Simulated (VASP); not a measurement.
# SiNi (rocksalt type) (Fm-3m) in VASP: a series of runs, part 2 of 2

VASP 6.6.1. The steps go on from the part before.

## 5. Relaxation of cell and atoms, PBE, target pressure 0.087 GPa, at which the enthalpy is minimised

The input, INCAR:

```
SYSTEM = SiNi
ALGO     = Normal         ! electronic algorithm
EDIFF    = 1E-6           ! SCF threshold, eV
EDIFFG   = -0.005         ! ionic threshold
ENCUT    = 600            ! plane-wave cutoff, eV
GGA      = PE             ! functional
IBRION   = 2              ! ionic algorithm
ISIF     = 3              ! what is computed and relaxed
ISMEAR   = -1             ! smearing method
LASPH    = .TRUE.         ! aspherical terms in the spheres
LCHARG   = .FALSE.        ! write CHGCAR
LREAL    = .FALSE.        ! projectors in reciprocal space
LWAVE    = .FALSE.        ! write WAVECAR
NELM     = 100            ! most SCF steps
NSW      = 60             ! ionic steps
PREC     = Accurate       ! precision mode
PSTRESS  = 0.8699999999999999
SIGMA    = 0.1            ! smearing width, eV
```

The input, KPOINTS:

```
k-points
0
G
  14 14 14
  0 0 0
```

The input, POSCAR:

```
SiNi
1.0
    0.0000000000      2.3703144354      2.3703144354
    2.3703144354      0.0000000000      2.3703144354
    2.3703144354      2.3703144354      0.0000000000
Ni Si
1 1
Direct
    0.0000000000      0.0000000000      0.0000000000
    0.5000000000      0.5000000000      0.5000000000
```

Potentials or basis: VASP PAW PBE potentials, release 64 (Ni, Si).

Run with:

```console
$ cat potpaw_PBE.64/Ni/POTCAR potpaw_PBE.64/Si/POTCAR > POTCAR
$ mpirun -np 1 vasp_std > vasp.out
```

OUTCAR:

```text
SYSTEM = SiNi
   EDIFF = 1E-6
   EDIFFG = -0.005
   ENCUT = 600
   GGA = PE
   IBRION = 2
   ISIF = 3
   ISMEAR = -1
   LASPH = .TRUE.
   LREAL = .FALSE.
   NELM = 100
   NSW = 60
   PREC = Accurate
   PSTRESS = 0.8699999999999999

 ion  position               nearest neighbor table
   1  0.000  0.000  0.000-   2 2.37   2 2.37   2 2.37   2 2.37   2 2.37   2 2.37
   2  0.500  0.500  0.500-   1 2.37   1 2.37   1 2.37   1 2.37   1 2.37   1 2.37

  LATTYP: Found a face centered cubic cell.
 ALAT       =     4.7406288708

  Lattice vectors:

 A1 = (   0.0000000000,   2.3703144354,   2.3703144354)
 A2 = (   2.3703144354,   0.0000000000,   2.3703144354)
 A3 = (   2.3703144354,   2.3703144354,   0.0000000000)

Analysis of symmetry for initial positions (statically):
=====================================================================
 Subroutine PRICEL returns:
 Original cell was already a primitive cell.

 Routine SETGRP: Setting up the symmetry group for a
 face centered cubic supercell.

 Subroutine GETGRP returns: Found 48 space group operations
 (whereof 48 operations were pure point group operations)
 out of a pool of 48 trial point group operations.

The static configuration has the point symmetry O_h .
[... 169 lines left out ...]
  band No.  band energies     occupation
      1      -2.9857      2.00000
      2       6.5416      2.00000
      3       6.5416      2.00000
      4       6.5416      2.00000
      5       6.5584      2.00000
      6       6.5584      2.00000
      7      13.0124      0.00000
      8      13.0124      0.00000
      9      13.0124      0.00000
     10      19.0725      0.00000
     11      19.0725      0.00000
[... 309 lines left out ...]
 k-point    24 :       0.2857    0.1429    0.0000
  band No.  band energies     occupation
      1      -1.5642      2.00000
      2       5.5868      2.00000
      3       5.9961      2.00000
      4       6.3177      2.00000
      5       6.7932      2.00000
      6       6.9489      2.00000
      7       9.7574      0.00102
      8      11.7530      0.00000
      9      13.3325      0.00000
     10      15.7129      0.00000
     11      17.2930      0.00000

 [... further k-points ...]
[... 5 lines left out ...]
  --------------------------------------------------------------------------------------
  -------------------------------------------------------------------------------------
  Total        0.0103029      0.0103029      0.0103029      0.0000000     -0.0000000      0.0000000
  in kB        0.6197591      0.6197591      0.6197591      0.0000000     -0.0000000      0.0000000
  external PRESSURE =      -0.2502409 kB  Pullay stress =       0.8700000 kB

 VOLUME and BASIS-vectors are now :
 -----------------------------------------------------------------------------
  energy-cutoff  :      600.00
  volume of cell :       26.63
      direct lattice vectors                 reciprocal lattice vectors
     0.000000000  2.370314435  2.370314435    -0.210942478  0.210942478  0.210942478
     2.370314435  0.000000000  2.370314435     0.210942478 -0.210942478  0.210942478
     2.370314435  2.370314435  0.000000000     0.210942478  0.210942478 -0.210942478

 POSITION                                       TOTAL-FORCE (eV/Angst)
 -----------------------------------------------------------------------------------
      0.00000      0.00000      0.00000         0.000000     -0.000000      0.000000
      2.37031      2.37031      2.37031        -0.000000      0.000000     -0.000000
 -----------------------------------------------------------------------------------
    total drift:                               -0.000000      0.000000      0.000000

  FREE ENERGIE OF THE ION-ELECTRON SYSTEM (eV)
  ---------------------------------------------------
  free  energy   TOTEN  =       -10.8858601881 eV

  energy  without entropy=      -10.8458585990  energy(sigma->0) =      -10.86585939

  enthalpy is  TOTEN    =       -10.8713972493 eV   P V=        0.0144629389

 reached required accuracy - stopping structural energy minimisation
```

OSZICAR:

```text
N       E                     dE             d eps       ncg     rms          rms(c)
DAV:   1     0.541739799894E+02    0.54174E+02   -0.71591E+03  2304   0.156E+03
DAV:   2    -0.995920188985E+01   -0.64133E+02   -0.60298E+02  2329   0.235E+02
DAV:   3    -0.123064077845E+02   -0.23472E+01   -0.22885E+01  2649   0.539E+01
DAV:   4    -0.123472037534E+02   -0.40796E-01   -0.40751E-01  2624   0.641E+00
DAV:   5    -0.123482696057E+02   -0.10659E-02   -0.10658E-02  2638   0.115E+00    0.128E+01
DAV:   6    -0.154613192995E+02   -0.31130E+01   -0.55558E+01  2468   0.142E+02    0.193E+01
DAV:   7    -0.109162379636E+02    0.45451E+01   -0.15643E+01  2579   0.881E+01    0.237E+00
DAV:   8    -0.108958416146E+02    0.20396E-01   -0.96370E-01  3160   0.131E+01    0.140E+00
DAV:   9    -0.108863234101E+02    0.95182E-02   -0.85854E-02  2740   0.484E+00    0.272E-01
DAV:  10    -0.108858957983E+02    0.42761E-03   -0.56000E-03  2773   0.142E+00    0.161E-01
DAV:  11    -0.108858765658E+02    0.19232E-04   -0.76375E-04  2982   0.459E-01    0.441E-02
DAV:  12    -0.108858639022E+02    0.12664E-04   -0.32572E-05  3222   0.868E-02    0.129E-02
DAV:  13    -0.108858601939E+02    0.37083E-05   -0.91052E-06  2238   0.462E-02    0.450E-03
DAV:  14    -0.108858601881E+02    0.57746E-08   -0.63034E-07  1312   0.696E-03
   1 F= -.10871397E+02 E0= -.10851396E+02  d E =-.108714E+02
```

CONTCAR:

```text
SiNi
   1.00000000000000
     0.0000000000000000    2.3703144354000001    2.3703144354000001
     2.3703144354000001    0.0000000000000000    2.3703144354000001
     2.3703144354000001    2.3703144354000001    0.0000000000000000
  Ni              Si
     1     1
Direct
     0.0000000000000000    0.0000000000000000    0.0000000000000000
     0.5000000000000000    0.5000000000000000    0.5000000000000000

  0.00000000E+00  0.00000000E+00  0.00000000E+00
  0.00000000E+00  0.00000000E+00  0.00000000E+00
```

Wall time 20 s (1 thread of AMD EPYC 9R45 (Zen 5), shared host); peak memory 0.15 GiB.

Results:

| Quantity | Value |
| --- | --- |
| Free energy | -10.8859 eV |
| Pressure after relaxing | 0.1 GPa |
| Band gap on the k mesh | zero (band 7 reaches 13.01 eV, above the bottom of band 8 at 8.14 eV) |

Final structure:
```cif
data_structure
_symmetry_space_group_name_H-M 'P 1'
_symmetry_Int_Tables_number 1
_cell_length_a 3.3521
_cell_length_b 3.3521
_cell_length_c 3.3521
_cell_angle_alpha 60.000
_cell_angle_beta 60.000
_cell_angle_gamma 60.000
_cell_volume 26.63
loop_
_atom_site_label
_atom_site_type_symbol
_atom_site_fract_x
_atom_site_fract_y
_atom_site_fract_z
_atom_site_occupancy
Ni1 Ni 0.00000 0.00000 0.00000 1
Si1 Si 0.50000 0.50000 0.50000 1
```

Caveat: the relaxation stopped at its first step, so nothing moved; the cell is relaxed towards a set pressure, so the enthalpy falls and the energy may rise.

## 6. Summary

```tsv
task	cell	k mesh	cutoff (eV)	gap on the mesh (eV)	pressure (GPa)
single point	as given	14 × 14 × 14	520	none	0.1
single point	as given	15 × 15 × 15	520	none	0.0
relaxation of cell and atoms	relaxed to 0.087 GPa	14 × 14 × 14	600	none	0.1
```

Alike in all rows: level PBE; potentials or basis VASP PAW PBE potentials, release 64 (Ni, Si); no spin polarisation; smearing fermi-dirac 0.1 eV.

Caveats: the relaxation stopped at its first step, so nothing moved (some runs); the cell is relaxed towards a set pressure, so the enthalpy falls and the energy may rise (some runs).

Total energies depend on the potentials used, so only differences within one code and one set of settings carry meaning.
